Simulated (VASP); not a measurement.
# CaF2 (Fm-3m) in VASP: a series of runs

Runs on CaF2. Level: PBE. Tasks: single point.

All numbers are computed with VASP 6.6.1; they aren't measurements. Logs are shortened: lines on timing, memory, paths and dates and some standing lists are left out, and cuts for length are marked.

## 1. The cell of the first run

It takes space group Fm-3m (No. 225, cubic). Conventional cell: a = 5.369 Å, b = 5.369 Å, c = 5.369 Å, α = 90.00°, β = 90.00°, γ = 90.00°. Within 3.1 Å of Ca (site symmetry m-3m) lie 8 F at 2.33 Å. F (site symmetry -43m) has 4 Ca at 2.33 Å and 6 F at 2.68 Å within 3.1 Å.

## 2. Single point, PBE

The input, INCAR:

```
SYSTEM = CaF2
ALGO = Normal ; EDIFF = 1E-6
ENCUT = 600 ; GGA = PE
GGA_COMPAT = .False. ; ISIF = 2
ISMEAR = 0 ; LASPH = .True.
LCHARG = .False. ; LREAL = .False.
LWAVE = .False. ; NBANDS = 19
NELM = 120 ; PREC = Accurate
SIGMA = 0.01
```

The input, KPOINTS:

```
k-points
0
Gamma
  6 6 6
  0 0 0
```

The input, POSCAR:

```
CaF2
1.0
    0.0000000000      2.6847029205      2.6847029205
    2.6847029205      0.0000000000      2.6847029205
    2.6847029205      2.6847029205      0.0000000000
Ca F
1 2
Direct
    0.0000000000      0.0000000000      0.0000000000
    0.2500000000      0.2500000000      0.2500000000
    0.7500000000      0.7500000000      0.7500000000
```

Potentials or basis: VASP PAW PBE potentials, release 64 (Ca_sv, F).

On the command line:

```bash
$ cat potpaw_PBE.64/Ca_sv/POTCAR potpaw_PBE.64/F/POTCAR > POTCAR
$ mpirun -np 1 vasp_std > vasp.out
```

OUTCAR:

```text
SYSTEM = CaF2
   EDIFF = 1E-6
   ENCUT = 600
   GGA = PE
   ISIF = 2
   ISMEAR = 0
   LASPH = .True.
   LREAL = .False.
   NELM = 120
   PREC = Accurate

 ion  position               nearest neighbor table
   1  0.000  0.000  0.000-   3 2.33   3 2.33   3 2.33   2 2.33   3 2.33   2 2.33   2 2.33   2 2.33

   2  0.250  0.250  0.250-   1 2.33   1 2.33   1 2.33   1 2.33
   3  0.750  0.750  0.750-   1 2.33   1 2.33   1 2.33   1 2.33

  LATTYP: Found a face centered cubic cell.
 ALAT       =     5.3694058410

  Lattice vectors:

 A1 = (   0.0000000000,   2.6847029205,   2.6847029205)
 A2 = (   2.6847029205,   0.0000000000,   2.6847029205)
 A3 = (   2.6847029205,   2.6847029205,   0.0000000000)

Analysis of symmetry for initial positions (statically):
=====================================================================
 Subroutine PRICEL returns:
 Original cell was already a primitive cell.

 Routine SETGRP: Setting up the symmetry group for a
 face centered cubic supercell.

 Subroutine GETGRP returns: Found 48 space group operations
 (whereof 48 operations were pure point group operations)
 out of a pool of 48 trial point group operations.

The static configuration has the point symmetry O_h .

Analysis of symmetry for dynamics (positions and initial velocities):
=====================================================================
 Subroutine PRICEL returns:
 Original cell was already a primitive cell.

 Routine SETGRP: Setting up the symmetry group for a
 face centered cubic supercell.

 Subroutine GETGRP returns: Found 48 space group operations
 (whereof 48 operations were pure point group operations)
 out of a pool of 48 trial point group operations.

The dynamic configuration has the point symmetry O_h .

 Subroutine INISYM returns: Found 48 space group operations
 (whereof 48 operations are pure point group operations),
 and found     1 'primitive' translations

----------------------------------------------------------------------------------------

                                     Primitive cell

  volume of cell :      38.7007

  direct lattice vectors                    reciprocal lattice vectors
     0.000000000  2.684702920  2.684702920    -0.186240346  0.186240346  0.186240346
     2.684702920  0.000000000  2.684702920     0.186240346 -0.186240346  0.186240346
     2.684702920  2.684702920  0.000000000     0.186240346  0.186240346 -0.186240346

  length of vectors
     3.796743281  3.796743281  3.796743281     0.322577741  0.322577741  0.322577741

  position of ions in fractional coordinates (direct lattice)
     0.000000000  0.000000000  0.000000000
     0.250000000  0.250000000  0.250000000
     0.750000000  0.750000000  0.750000000

  ion indices of the primitive-cell ions
   primitive index   ion index
                 1           1
                 2           2
                 3           3

----------------------------------------------------------------------------------------

 KPOINTS: k-points

Automatic generation of k-mesh.
 Grid dimensions read from file:
 generate k-points for:    6    6    6

 Generating k-lattice:

  Cartesian coordinates                     Fractional coordinates (reciprocal lattice)
    -0.031040058  0.031040058  0.031040058     0.166666667  0.000000000  0.000000000
     0.031040058 -0.031040058  0.031040058     0.000000000  0.166666667  0.000000000
     0.031040058  0.031040058 -0.031040058     0.000000000  0.000000000  0.166666667

  Length of vectors
     0.053762957  0.053762957  0.053762957

  Shift w.r.t. Gamma in fractional coordinates (k-lattice)
     0.000000000  0.000000000  0.000000000

 Subroutine IBZKPT returns following result:
 ===========================================

 Found     16 irreducible k-points:

 Following reciprocal coordinates:
            Coordinates               Weight
  0.000000  0.000000  0.000000      1.000000
  0.166667  0.000000  0.000000      8.000000
  0.333333  0.000000  0.000000      8.000000
  0.500000  0.000000  0.000000      4.000000
  0.166667  0.166667  0.000000      6.000000
  0.333333  0.166667  0.000000     24.000000
[... 8 lines left out ...]
 -0.333333  0.333333  0.166667     24.000000
 -0.333333  0.500000  0.166667     12.000000
   k-points           NKPTS =     16   k-points in BZ     NKDIM =     16   number of bands    NBANDS=     19
   number of dos      NEDOS =    301   number of ions     NIONS =      3
   total plane-waves  NPLWV =  27000
   dimension x,y,z NGX =    30 NGY =   30 NGZ =   30
   dimension x,y,z NGXF=    60 NGYF=   60 NGZF=   60
   ions per type =               1   2
   NGX,Y,Z   is equivalent  to a cutoff of  13.14, 13.14, 13.14 a.u.
   NGXF,Y,Z  is equivalent  to a cutoff of  26.27, 26.27, 26.27 a.u.
 SYSTEM =  CaF2
   PREC   = accura    normal or accurate (medium, high low for compatibility)
   ISTART =      0    job   : 0-new  1-cont  2-samecut
   ICHARG =      2    charge: 1-file 2-atom 10-const
   ISPIN  =      1    spin polarized calculation?
   LNONCOLLINEAR =      F non collinear calculations
   LSORBIT =      F    spin-orbit coupling
   LASPH  =      T    aspherical Exc in radial PAW
   ENCUT  =  600.0 eV  44.10 Ry    6.64 a.u.   7.58  7.58  7.58*2*pi/ulx,y,z
   NELM   =    120;   NELMIN=  2; NELMDL= -5     # of ELM steps
   EDIFF  = 0.1E-05   stopping-criterion for ELM
   LREAL  =      F    real-space projection
   EDIFFG = 0.1E-04   stopping-criterion for IOM
   NSW    =      0    number of steps for IOM
   IBRION =     -1    ionic relax: 0-MD 1-quasi-New 2-CG
   NFREE  =      0    steps in history (QN), initial steepest desc. (CG)
   ISIF   =      2    stress and relaxation
   ISYM   =      2    0-nonsym 1-usesym 2-fastsym
   POTIM  = 0.5000    time-step for ionic-motion
   TEBEG  =    0.0;   TEEND  =   0.0 temperature during run
   PSTRESS=    0.0 pullay stress
   NELECT =      24.0000    total number of electrons
   NUPDOWN=      -1.0000    fix difference up-down
   EMIN   =  10.00;   EMAX   =-10.00  energy-range for DOS
   EFERMI =   0.00;   METHOD = LEGACY
   ISMEAR =     0;   SIGMA  =   0.01  broadening in eV -4-tet -1-fermi 0-gaus
   EFERMI_NEDOS =   21; number of points for ismear=-14 and -15
   IALGO  =     38    algorithm
   IMIX   =      4    mixing-type and parameters
     AMIX     =   0.40;   BMIX     =  1.00
     AMIX_MAG =   1.60;   BMIX_MAG =  1.00
  volume/ion in A,a.u.               =      12.90        87.06
  Fermi-wavevector in a.u.,A,eV,Ry     =   1.396065  2.638181 26.517725  1.948998
  Thomas-Fermi vector in A             =   2.519456
   LORBIT       =      0    0 simple, 1 ext, 2 COOP (PROOUT), +10 PAW based schemes
   GGA     = PE    functional components
   LHFCALC =     F    Hartree Fock is set to
   AEXX    =    0.0000 exact exchange contribution
   IVDW    =     0    specifies the selected vdW correction
   LEPSILON=     F    determine dielectric tensor
   LRPA    =     F    only Hartree local field effects (RPA)
 non-spin polarized calculation
 Gauss-broadening in eV      SIGMA  =   0.01
  energy-cutoff  :      600.00
  volume of cell :       38.70
 maximum number of plane-waves:      1308
   NGX = 15   NGY = 15   NGZ = 15

 number of electron      23.9999985 magnetization

 Free energy of the ion-electron system (eV)
  ---------------------------------------------------
  ext. energy  EPLUGINS =         0.00000000
  ---------------------------------------------------
  free energy    TOTEN  =       -17.26685876 eV

  energy without entropy =      -17.26685876  energy(sigma->0) =      -17.26685876

 E-fermi :  -0.6277     XC(G=0):  -9.8889

 val. band max:       -0.6880195777   @ k =   0.5000   0.5000   0.0000
 cond. band min:       6.9017882065   @ k =   0.0000   0.0000   0.0000
 fundamental gap:      7.5898077843
 Fermi energy:        -0.6277014686

 k-point     1 :       0.0000    0.0000    0.0000
  band No.  band energies     occupation
      1     -36.4693      2.00000
      2     -20.7517      2.00000
      3     -19.8998      2.00000
      4     -17.4072      2.00000
      5     -17.4072      2.00000
      6     -17.4072      2.00000
[... 11 lines left out ...]
     18      10.9501      0.00000
     19      16.6950      0.00000

 k-point     2 :       0.1667    0.0000    0.0000
  band No.  band energies     occupation
      1     -36.4581      2.00000
      2     -20.8227      2.00000
      3     -19.9818      2.00000
      4     -17.4203      2.00000
      5     -17.4203      2.00000
      6     -17.2784      2.00000
[... 11 lines left out ...]
     18      10.8716      0.00000
     19      15.5719      0.00000

 k-point     3 :       0.3333    0.0000    0.0000
  band No.  band energies     occupation
      1     -36.4358      2.00000
      2     -20.8982      2.00000
      3     -20.2180      2.00000
      4     -17.4463      2.00000
      5     -17.4463      2.00000
      6     -17.0045      2.00000
[... 11 lines left out ...]
     18      10.7164      0.00000
     19      14.0483      0.00000

 k-point     4 :       0.5000    0.0000    0.0000
  band No.  band energies     occupation
      1     -36.4246      2.00000
      2     -20.8945      2.00000
      3     -20.3770      2.00000
      4     -17.4593      2.00000
      5     -17.4593      2.00000
      6     -16.8629      2.00000
[... 231 lines left out ...]
     18      11.7186      0.00000
     19      15.1581      0.00000

 k-point    15 :      -0.3333    0.3333    0.1667
  band No.  band energies     occupation
      1     -36.4135      2.00000
      2     -20.7808      2.00000
      3     -20.6572      2.00000
      4     -17.5131      2.00000
      5     -17.1370      2.00000
      6     -17.0013      2.00000
[... 11 lines left out ...]
     18      12.9756      0.00000
     19      14.5265      0.00000

 k-point    16 :      -0.3333    0.5000    0.1667
  band No.  band energies     occupation
      1     -36.4099      2.00000
      2     -20.9409      2.00000
      3     -20.5125      2.00000
      4     -17.5400      2.00000
      5     -17.2675      2.00000
      6     -16.8401      2.00000
[... 11 lines left out ...]
     18      14.2708      0.00000
     19      14.4661      0.00000

------------------------ aborting loop because EDIFF is reached ----------------------------------------

  FORCE on cell =-STRESS in cart. coord.  units (eV):
  Direction    XX          YY          ZZ          XY          YZ          ZX
  --------------------------------------------------------------------------------------
  -------------------------------------------------------------------------------------
  Total        1.8182740      1.8182740      1.8182740      0.0000000      0.0000000     -0.0000000
  in kB       75.2750787     75.2750787     75.2750787      0.0000000      0.0000000     -0.0000000
  external PRESSURE =      75.2750787 kB  Pullay stress =       0.0000000 kB

 VOLUME and BASIS-vectors are now :
 -----------------------------------------------------------------------------
  energy-cutoff  :      600.00
  volume of cell :       38.70
      direct lattice vectors                 reciprocal lattice vectors
     0.000000000  2.684702920  2.684702920    -0.186240346  0.186240346  0.186240346
     2.684702920  0.000000000  2.684702920     0.186240346 -0.186240346  0.186240346
     2.684702920  2.684702920  0.000000000     0.186240346  0.186240346 -0.186240346

 POSITION                                       TOTAL-FORCE (eV/Angst)
 -----------------------------------------------------------------------------------
      0.00000      0.00000      0.00000         0.000000      0.000000     -0.000000
      1.34235      1.34235      1.34235         0.000000     -0.000000     -0.000000
      4.02705      4.02705      4.02705        -0.000000      0.000000      0.000000
 -----------------------------------------------------------------------------------
    total drift:                                0.000000     -0.000000      0.000000

  FREE ENERGIE OF THE ION-ELECTRON SYSTEM (eV)
  ---------------------------------------------------
  free  energy   TOTEN  =       -17.2668587599 eV

  energy  without entropy=      -17.2668587599  energy(sigma->0) =      -17.26685876
```

Wall time 24 s (1 thread of Intel Xeon 8259CL, shared host); peak memory 0.17 GiB.

Results:

| Quantity | Value |
| --- | --- |
| Free energy | -17.2669 eV |
| Pressure | 7.5 GPa |
| Band gap on the k mesh | 7.59 eV (least direct gap 7.85 eV) |

Caveat: the cell stands under pressure. A k mesh can miss the band edges.

## 3. Single point, PBE

This run uses another cell than the first one, of 13.31 Å³/atom.

The input, INCAR:

```
SYSTEM = CaF2
  PREC = Accurate
  ENCUT = 600
  EDIFF = 1E-6
  ISMEAR = 0
  SIGMA = 0.01
  LREAL = .False.
  LASPH = .True.
  NELM = 120
  ALGO = Normal
  ISIF = 2
  LWAVE = .False.
  LCHARG = .False.
  GGA = PE
  NBANDS = 19
  GGA_COMPAT = .False.
```

The input, KPOINTS:

```
regular mesh
0
Gamma
  6 6 6
  0 0 0
```

The input, POSCAR:

```
CaF2
1.0
    0.0000000000      2.7126705887      2.7126705887
    2.7126705887      0.0000000000      2.7126705887
    2.7126705887      2.7126705887      0.0000000000
Ca F
1 2
Direct
    0.0000000000      0.0000000000      0.0000000000
    0.2500000000      0.2500000000      0.2500000000
    0.7500000000      0.7500000000      0.7500000000
```

Potentials or basis: VASP PAW PBE potentials, release 64 (Ca_sv, F).

On the command line:

```bash
$ cat potpaw_PBE.64/Ca_sv/POTCAR potpaw_PBE.64/F/POTCAR > POTCAR
$ mpirun -np 1 vasp_std > vasp.out
```

Run time: 22 s. Hardware: 1 thread of Intel Xeon 8259CL, shared host; peak memory 0.18 GiB.

The run converged. Its results:

| Item | Value |
| --- | --- |
| Free energy | -17.3144 eV |
| Pressure | 4.3 GPa |
| Band gap on the k mesh | 7.40 eV (least direct gap 7.66 eV) |

Levels at points of the mesh, in eV from the valence-band top:
```tsv
k point	band 8	band 9	band 10	band 11	band 12	band 13	band 14	band 15	band 16	band 17
(0.00, 0.00, 0.00)	-2.17	-2.17	-0.26	-0.26	-0.26	7.40	9.25	9.25	11.39	11.39
(0.50, 0.00, 0.00)	-1.56	-1.31	-1.26	-0.85	-0.85	9.47	9.47	9.88	10.84	11.10
(0.50, 0.50, 0.00)	-1.67	-1.67	-0.38	-0.38	0.00	8.18	9.64	10.19	11.00	11.00
```

Caveat: the cell stands under pressure. A k mesh can miss the band edges.

## 4. Single point, PBE

This run uses another cell than the first one, of 13.71 Å³/atom.

The input, INCAR:

```
SYSTEM = CaF2
ALGO = Normal
EDIFF = 1E-6
ENCUT = 600
GGA = PE
GGA_COMPAT = .False.
ISIF = 2
ISMEAR = 0
LASPH = .True.
LCHARG = .False.
LREAL = .False.
LWAVE = .False.
NBANDS = 19
NELM = 120
PREC = Accurate
SIGMA = 0.01
```

The input, KPOINTS:

```
k-points
0
Gamma
  6 6 6
  0 0 0
```

The input, POSCAR:

```
CaF2
1.0
    0.0000000000      2.7400731564      2.7400731564
    2.7400731564      0.0000000000      2.7400731564
    2.7400731564      2.7400731564      0.0000000000
Ca F
1 2
Direct
    0.0000000000      0.0000000000      0.0000000000
    0.2500000000      0.2500000000      0.2500000000
    0.7500000000      0.7500000000      0.7500000000
```

On the command line:

```bash
$ cat potpaw_PBE.64/Ca_sv/POTCAR potpaw_PBE.64/F/POTCAR > POTCAR
$ mpirun -np 1 vasp_std > vasp.out
```

Run time: 21 s. Hardware: 1 thread of Intel Xeon 8259CL, shared host; peak memory 0.17 GiB.

The run converged. Its results:

```
Free energy            : -17.3395 eV
Pressure               : 1.6 GPa
Band gap on the k mesh : 7.22 eV (least direct gap 7.48 eV)
```

Levels at points of the mesh, in eV from the valence-band top:
| k point | band 8 | band 9 | band 10 | band 11 | band 12 | band 13 | band 14 | band 15 | band 16 | band 17 |
| --- | --- | --- | --- | --- | --- | --- | --- | --- | --- | --- |
| (0.00, 0.00, 0.00) | -2.08 | -2.08 | -0.25 | -0.25 | -0.25 | 7.22 | 9.13 | 9.13 | 11.15 | 11.15 |
| (0.50, 0.00, 0.00) | -1.49 | -1.28 | -1.22 | -0.83 | -0.83 | 9.34 | 9.34 | 9.68 | 10.68 | 10.89 |
| (0.50, 0.50, 0.00) | -1.63 | -1.63 | -0.36 | -0.36 | 0.00 | 8.09 | 9.46 | 10.03 | 10.80 | 10.80 |

## 5. Overview

| cell | gap on the mesh (eV) | pressure (GPa) |
| --- | --- | --- |
| a = 3.797 Å, angles 60.0°, 3 atoms | 7.59 | 7.5 |
| a = 3.836 Å, angles 60.0°, 3 atoms | 7.40 | 4.3 |
| a = 3.875 Å, angles 60.0°, 3 atoms | 7.22 | 1.6 |

Alike in all rows: task single point; level PBE; potentials or basis VASP PAW PBE potentials, release 64 (Ca_sv, F); no spin polarisation; k mesh 6 × 6 × 6; cutoff (eV) 600; smearing gaussian 0.01 eV.

Caveats: the cell stands under pressure (at least some runs).

Absolute energies hang on the potentials; compare differences alone.
